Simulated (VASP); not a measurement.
Wanted: the native input for a VASP 6.6.1 run.

| Item | Value |
| --- | --- |
| Task | relaxation of cell and atoms |
| Functional | PBE |
| Potentials or basis | VASP PAW PBE potentials, release 64 (Na_pv, Cu) |
| Cutoff | 600 eV |
| k mesh | 6 × 6 × 6 |
| Occupations | gaussian, width 0.1 eV |
| Spin | no spin polarisation |
| Dipole correction | no |
| Further INCAR settings | ALGO = Normal; EDIFF = 1e-07; IBRION = 2; EDIFFG = -0.04; NSW = 90; ISIF = 3 |

The structure of NaCu lies in POSCAR:

```
NaCu
1.0
    0.0000000000      2.5716129286      2.5716129286
    2.5716129286      0.0000000000      2.5716129286
    2.5716129286      2.5716129286      0.0000000000
Na Cu
1 1
Direct
    0.0000000000      0.0000000000      0.0000000000
    0.5000000000      0.5000000000      0.5000000000
```

The input as run:

INCAR

```
  PREC = Accurate
  ENCUT = 600
  EDIFF = 1E-7
  ISMEAR = 0
  SIGMA = 0.1
  LREAL = F
  LASPH = T
  NELM = 120
  ALGO = Normal
  ISIF = 3
  LWAVE = F
  LCHARG = F
  GGA = PE
  IBRION = 2
  NSW = 90
  EDIFFG = -0.04
  GGA_COMPAT = F
  NELMIN = 4
```

KPOINTS

```
Automatic mesh
0
Gamma
  6 6 6
```

Potentials or basis: VASP PAW PBE potentials, release 64 (Na_pv, Cu).

The run is started by

```console
$ cat potpaw_PBE.64/Na_pv/POTCAR potpaw_PBE.64/Cu/POTCAR > POTCAR
$ mpirun -np 1 vasp_std > vasp.out
```

Results of the run:

```yaml
Relaxed_volume: 24.77 Å³/atom
Relaxed_cell: a = 4.123 Å, b = 4.123 Å, c = 4.123 Å, α = 60.00°, β = 60.00°, γ = 60.00°
Space_group_after_relaxing_to_0.1_Å: Fm-3m (No. 225)
Energy_gained_by_relaxing: 248.6 meV/atom
Ionic_steps: 4
Pressure_after_relaxing: 0.2 GPa
Band_gap_on_the_k_mesh: zero (bands 9 and 10 overlap by 0.05 eV)
```

Caveat: the volume moved by over 15 % at a fixed basis, so the end points are rough.

Run time: 49 s on 1 thread of Intel(R) Xeon(R) Platinum 8488C (Sapphire Rapids), on a shared host, peak memory 0.16 GiB.
